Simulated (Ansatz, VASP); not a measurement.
## One calculation of C, two programs

Contents of INCAR:

```
PREC     = Accurate       # precision mode
ENCUT    = 520            # plane-wave cutoff, eV
EDIFF    = 1E-6           # SCF threshold, eV
ISMEAR   = 0              # smearing method
SIGMA    = 0.15           # smearing width, eV
LREAL    = False          # projectors in reciprocal space
LASPH    = True           # aspherical terms in the spheres
NELM     = 100            # most SCF steps
ALGO     = Normal         # electronic algorithm
ISIF     = 2              # what is computed and relaxed
LWAVE    = False          # write WAVECAR
LCHARG   = True           # write CHGCAR
GGA      = PE             # functional
IVDW     = 12             # dispersion correction
LELF     = True           # ELF
LVHAR    = True         
NBANDS   = 16             # bands
```

The input KPOINTS:

```
Automatic mesh
0
Gamma
  24 24 8
```

File POSCAR:

```
C
1.0
    1.2327689981     -2.1341461166      0.0000000000
    1.2327689981      2.1341461166      0.0000000000
    0.0000000000      0.0000000000      6.7989836842
C
4
Direct
    0.0833101797      0.9166898203      0.7499969754
    0.5833101797      0.4166898203      0.2500030246
    0.9166898203      0.0833101797      0.2500030246
    0.4166898203      0.5833101797      0.7499969754
```

Input for Ansatz:

```yaml
crystal:
  lattice:
    - [1.2327689981, -2.1341461166, 0.0]
    - [1.2327689981, 2.1341461166, 0.0]
    - [0.0, 0.0, 6.7989836842]
  atoms:
    - { symbol: C, position: [0.0833101797, 0.9166898203, 0.7499969754] }
    - { symbol: C, position: [0.5833101797, 0.4166898203, 0.2500030246] }
    - { symbol: C, position: [0.9166898203, 0.0833101797, 0.2500030246] }
    - { symbol: C, position: [0.4166898203, 0.5833101797, 0.7499969754] }
basis:
  ecutwfc: 420
kpoints:
  mp_grid: { grid: [24, 24, 8] }
hamiltonian:
  xc: pbe
  dispersion: d3bj
scf:
  occupations: { method: gaussian, width: 0.15 }
output:
  forces: true
  stress: true
  eigenvalues: true
```

Alike in both runs: task single point; functional PBE; dispersion D3(BJ); k mesh 24 × 24 × 8; occupations gaussian, width 0.15 eV; no spin polarisation.

|  | VASP | Ansatz |
| --- | --- | --- |
| version | VASP 6.6.1 | Ansatz 0.2.0 |
| potentials or method | VASP PAW PBE potentials, release 64 (C), cutoff 520 eV | scalar-relativistic, plane waves, PAW |
| valence electrons in the cell | 16 | 16 |

|  | VASP | Ansatz | Ansatz less VASP |
| --- | --- | --- | --- |
| gap on the k mesh at the Fermi level (eV) | none | none | - |
| pressure (GPa) | 0.4 | 0.0 | -0.44 |
| traceless stress, the component that is largest in VASP (GPa) | -0.51 | 0.01 | +0.525 |

A gap of «none» marks a metal or a gap that the smearing closes. Ansatz's warnings: structure snapped to symmetry.
